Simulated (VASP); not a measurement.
Runs of VASP 6.6.1 on CsP2. The structure is that of space group P4/mmm (No. 123), or close to it. The cells are those of the table. 

| task | cell | k mesh | cutoff (eV) | gap on the mesh (eV) | pressure (GPa) | relaxed volume (Å³/atom) |
| --- | --- | --- | --- | --- | --- | --- |
| single point | a = 3.519, b = 3.519, c = 6.194 Å, 3 atoms | 6 × 6 × 4 | 520 | none | 0.1 | - |
| relaxation of cell and atoms | relaxed from a = 3.556, b = 3.556, c = 6.199 Å, 3 atoms | 6 × 6 × 4 | 600 | none | -0.1 | 25.73 |
| single point | a = 3.536, b = 3.536, c = 6.223 Å, 3 atoms | 14 × 14 × 8 | 520 | none | 0.1 | - |
| single point | a = 3.556, b = 3.556, c = 6.199 Å, 3 atoms | 4 × 4 × 4 | 520 | none | 0.1 | - |
| relaxation of cell and atoms | relaxed from a = 3.519, b = 3.519, c = 6.194 Å, 3 atoms | 14 × 14 × 8 | 600 | none | 0.0 | (a) |

Alike in all rows: level PBE; potentials or basis VASP PAW PBE potentials, release 64 (Cs_sv, P); no spin polarisation; smearing gaussian 0.1 eV.

Problem. Fill in the values left out.

Solution. (a) 25.97.

Caveats: some runs use coarse meshes; spin-orbit coupling is left out, which moves the levels of the heavy elements.

A k mesh can miss the band edges, and the runs leave out spin-orbit coupling on Cs.

A gap of «none» marks levels without a gap at the run's occupations.
